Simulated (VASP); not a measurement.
# V (a cell with a defect) in VASP: single point with PBE

Aim: the single point of V (a cell with a defect) with PBE.

Everything below comes from runs of VASP 6.6.1. Logs are shortened: lines on timing, memory, paths and dates and some standing lists are left out, and cuts for length are marked.

## (1) The cell of the first run

The cell holds a defect, 17 atoms: a = 6.040 Å, b = 6.040 Å, c = 6.040 Å, α = 90.00°, β = 90.00°, γ = 90.00°.

## (2) Single point, PBE

File INCAR:

```
  PREC = Accurate
  ENCUT = 520
  EDIFF = 1E-6
  ISMEAR = 0
  SIGMA = 0.15
  LREAL = Auto
  LASPH = T
  NELM = 60
  ALGO = Normal
  ISIF = 2
  LWAVE = F
  LCHARG = F
  GGA = PE
  NBANDS = 124
```

File KPOINTS:

```
Automatic mesh
0
Gamma
  3 3 3
```

File POSCAR:

```
V
1.0
    6.0400000000      0.0000000000      0.0000000000
    0.0000000000      6.0400000000      0.0000000000
    0.0000000000      0.0000000000      6.0400000000
V
17
Direct
    0.0008949128     -0.0069217448     -0.0067882712
    0.5069061389     -0.0046780838      0.0063691361
    0.0312577066      0.5180677246      0.0242437428
    0.0151100020     -0.0052938070      0.4999911170
    0.2518358627      0.2485561307      0.2443874804
    0.5028366201      0.4928249748      0.0019524479
    0.4287648968     -0.0663548668      0.4237551785
    0.7537641270      0.2423926548      0.2477453454
    0.0078810539      0.4906810310      0.4969500304
    0.2359186282      0.7205019870      0.2288952274
    0.2563790778      0.2424178512      0.7472613360
    0.5075584089      0.4907413916      0.5007276066
    0.7556819229      0.7459048936      0.2568036219
    0.8258643326      0.3254565192      0.8215009002
    0.2632070116      0.7445131217      0.7492072381
    0.7565455703      0.7319790581      0.7494887263
    0.6462357769      0.0989722142      0.6340942460
```

Potentials or basis: VASP PAW PBE potentials, release 64 (V_sv).

Run with:

```sh
> cat potpaw_PBE.64/V_sv/POTCAR > POTCAR
> mpirun -np 1 vasp_std > vasp.out
```

OUTCAR:

```text
PREC = Accurate
   ENCUT = 520
   EDIFF = 1E-6
   ISMEAR = 0
   LREAL = Auto
   LASPH = T
   NELM = 60
   ISIF = 2
   GGA = PE

 ion  position               nearest neighbor table
   1  0.001  0.993  0.993-  14 2.49  10 2.60  16 2.61  11 2.62   8 2.62  15 2.63  13 2.64   5 2.64
                             3 2.88
   2  0.507  0.995  0.006-  17 2.48   8 2.56   7 2.59   5 2.60  13 2.61  15 2.62  11 2.64  16 2.69
                            10 2.69
   3  0.031  0.518  0.024-  14 2.10  10 2.13   5 2.49  15 2.57  13 2.58  16 2.68   8 2.72  11 2.72
                             6 2.86   9 2.86   1 2.88
   4  0.015  0.995  0.500-  17 2.45   7 2.57  11 2.57   5 2.60  15 2.61  13 2.62   8 2.66  10 2.68
                            16 2.69
   5  0.252  0.249  0.244-   7 2.44   3 2.49   6 2.57   9 2.58   4 2.60   2 2.60  12 2.63   1 2.64
                            10 2.85
   6  0.503  0.493  0.002-  14 2.45  10 2.52   5 2.57  15 2.60  16 2.60   8 2.61  11 2.62  13 2.65
                             3 2.86
   7  0.429  0.934  0.424-  17 2.08  10 2.10   5 2.44  15 2.48  13 2.49   4 2.57   2 2.59  12 2.76
                            11 2.89   8 2.91
   8  0.754  0.242  0.248-   2 2.56  17 2.57   6 2.61  12 2.61   1 2.62   9 2.62   4 2.66  14 2.66
                             3 2.72   7 2.91
   9  0.008  0.491  0.497-  14 2.46  10 2.54   5 2.58  16 2.60  11 2.61  13 2.61   8 2.62  15 2.66
                             3 2.86
  10  0.236  0.721  0.229-   7 2.10   3 2.13   6 2.52   9 2.54   1 2.60   4 2.68   2 2.69  12 2.70
                             5 2.85  15 2.91  13 2.91
  11  0.256  0.242  0.747-   4 2.57  17 2.60  12 2.60   9 2.61   1 2.62   6 2.62   2 2.64  14 2.69
                             3 2.72   7 2.89
  12  0.508  0.491  0.501-  16 2.58  11 2.60  15 2.60  13 2.61   8 2.61   5 2.63  17 2.64  10 2.70
                             7 2.76  14 2.91
  13  0.756  0.746  0.257-   7 2.49   3 2.58  12 2.61   9 2.61   2 2.61   4 2.62   1 2.64   6 2.65
                            10 2.91
  14  0.826  0.325  0.822-  17 2.08   3 2.10   6 2.45   9 2.46   1 2.49  16 2.53   8 2.66  11 2.69
                            12 2.91
  15  0.263  0.745  0.749-   7 2.48   3 2.57   6 2.60  12 2.60   4 2.61   2 2.62   1 2.63   9 2.66
                            10 2.91
  16  0.757  0.732  0.749-  17 2.42  14 2.53  12 2.58   9 2.60   6 2.60   1 2.61   3 2.68   2 2.69
                             4 2.69
  17  0.646  0.099  0.634-  14 2.08   7 2.08  16 2.42   4 2.45   2 2.48   8 2.57  11 2.60  12 2.64

  LATTYP: Found a simple cubic cell.
 ALAT       =     6.0400000000

  Lattice vectors:

 A1 = (   6.0400000000,   0.0000000000,   0.0000000000)
 A2 = (   0.0000000000,   6.0400000000,   0.0000000000)
 A3 = (   0.0000000000,   0.0000000000,   6.0400000000)

Analysis of symmetry for initial positions (statically):
=====================================================================
 Subroutine PRICEL returns:
 Original cell was already a primitive cell.

 Routine SETGRP: Setting up the symmetry group for a
[... 154 lines left out ...]
   ISMEAR =     0;   SIGMA  =   0.15  broadening in eV -4-tet -1-fermi 0-gaus
   EFERMI_NEDOS =   21; number of points for ismear=-14 and -15
   IALGO  =     38    algorithm
   IMIX   =      4    mixing-type and parameters
     AMIX     =   0.40;   BMIX     =  1.00
     AMIX_MAG =   1.60;   BMIX_MAG =  1.00
  volume/ion in A,a.u.               =      12.96        87.47
  Fermi-wavevector in a.u.,A,eV,Ry     =   1.638710  3.096712 36.536663  2.685369
  Thomas-Fermi vector in A             =   2.729637
   LORBIT       =      0    0 simple, 1 ext, 2 COOP (PROOUT), +10 PAW based schemes
   GGA     = PE    functional components
   LHFCALC =     F    Hartree Fock is set to
   AEXX    =    0.0000 exact exchange contribution
   IVDW    =     0    specifies the selected vdW correction
   LEPSILON=     F    determine dielectric tensor
   LRPA    =     F    only Hartree local field effects (RPA)
 non-spin polarized calculation
 Gauss-broadening in eV      SIGMA  =   0.15
  energy-cutoff  :      520.00
  volume of cell :      220.35
 maximum number of plane-waves:      6031
 NGX is ok and might be reduce to    48
   NGX = 23   NGY = 23   NGZ = 23

 number of electron     221.0000011 magnetization

 Free energy of the ion-electron system (eV)
  ---------------------------------------------------
  ext. energy  EPLUGINS =         0.00000000
  ---------------------------------------------------
  free energy    TOTEN  =      -149.20025528 eV

  energy without entropy =     -148.97721563  energy(sigma->0) =     -149.08873546

 E-fermi :  10.2976     XC(G=0): -13.0814

 val. band max:       10.2960054361   @ k =   0.0000  -0.3333   0.3333
 cond. band min:      10.3085884743   @ k =   0.3333   0.0000   0.3333
 fundamental gap:      0.0125830382
 Fermi energy:        10.2976058295

 k-point     1 :       0.0000    0.0000    0.0000
  band No.  band energies     occupation
      1     -53.6057      2.00000
      2     -53.3977      2.00000
      3     -53.3872      2.00000
      4     -53.3812      2.00000
      5     -53.3732      2.00000
      6     -53.3593      2.00000
[... 1739 lines left out ...]
    121      11.6517      0.00000
    122      11.7252      0.00000
 [bands above 122 left out]

------------------------ aborting loop because EDIFF is reached ----------------------------------------

  FORCE on cell =-STRESS in cart. coord.  units (eV):
  Direction    XX          YY          ZZ          XY          YZ          ZX
  --------------------------------------------------------------------------------------
  -------------------------------------------------------------------------------------
  Total       16.9352729     16.9372406     16.8361039      2.8316222      2.9229259      3.1812246
  in kB      123.1379634    123.1522704    122.4168961     20.5889913     21.2528694     23.1309835
  external PRESSURE =     122.9023766 kB  Pullay stress =       0.0000000 kB

 VOLUME and BASIS-vectors are now :
 -----------------------------------------------------------------------------
  energy-cutoff  :      520.00
  volume of cell :      220.35
      direct lattice vectors                 reciprocal lattice vectors
     6.040000000  0.000000000  0.000000000     0.165562914  0.000000000  0.000000000
     0.000000000  6.040000000  0.000000000     0.000000000  0.165562914  0.000000000
     0.000000000  0.000000000  6.040000000     0.000000000  0.000000000  0.165562914

 POSITION                                       TOTAL-FORCE (eV/Angst)
 -----------------------------------------------------------------------------------
      0.00541      5.99819      5.99900         0.002522     -0.003379     -0.000441
      3.06171      6.01174      0.03847         0.005440     -0.002230     -0.006036
      0.18880      3.12913      0.14643         0.023310      0.019545      0.019905
      0.09126      6.00803      3.01995         0.002944     -0.000621     -0.000585
      1.52109      1.50128      1.47610        -0.005469      0.008908     -0.002026
      3.03713      2.97666      0.01179         0.001854      0.005018      0.008986
[... 9 lines left out ...]
      4.56954      4.42115      4.52691        -0.009032      0.002593     -0.001791
      3.90326      0.59779      3.82993        -0.001821     -0.017652     -0.001851
 -----------------------------------------------------------------------------------
    total drift:                               -0.006303     -0.005819      0.009685

  FREE ENERGIE OF THE ION-ELECTRON SYSTEM (eV)
  ---------------------------------------------------
  free  energy   TOTEN  =      -149.2002552758 eV

  energy  without entropy=     -148.9772156343  energy(sigma->0) =     -149.08873546
```

stdout:

```text
POSCAR found type information on POSCAR V
 POSCAR found :  1 types and      17 ions
 scaLAPACK will be used
 LDA part: xc-table for (Slater+PW92), standard interpolation
 POSCAR, INCAR and KPOINTS ok, starting setup
 FFT: planning ... GRIDC
 FFT: planning ... GRID_SOFT
 FFT: planning ... GRID
 WAVECAR not read
 entering main loop
```

Run time: 10 min. Hardware: 1 thread of Intel Xeon Platinum 8559C (Emerald Rapids), shared host; peak memory 0.43 GiB.

What came out:

```
Free energy   : -149.2003 eV
Pressure      : 12.3 GPa
Largest force : 0.039 eV/Å
```

Forces in eV/Å, atoms in the order of the input:
```
V    0.003 -0.003  0.000
V    0.005 -0.002 -0.006
V    0.023  0.020  0.020
V    0.003 -0.001 -0.001
V   -0.005  0.009 -0.002
V    0.002  0.005  0.009
V   -0.004  0.008 -0.004
V    0.000  0.009  0.006
V    0.012  0.004 -0.001
V   -0.021 -0.025 -0.020
V    0.010  0.000 -0.004
V   -0.005 -0.013 -0.005
V    0.001 -0.004 -0.003
V   -0.009  0.008  0.012
V   -0.003  0.000  0.003
V   -0.009  0.003 -0.002
V   -0.002 -0.018 -0.002
```

Stress tensor (GPa, compression positive):
```
12.31  2.06  2.31
 2.06 12.32  2.13
 2.31  2.13 12.24
```
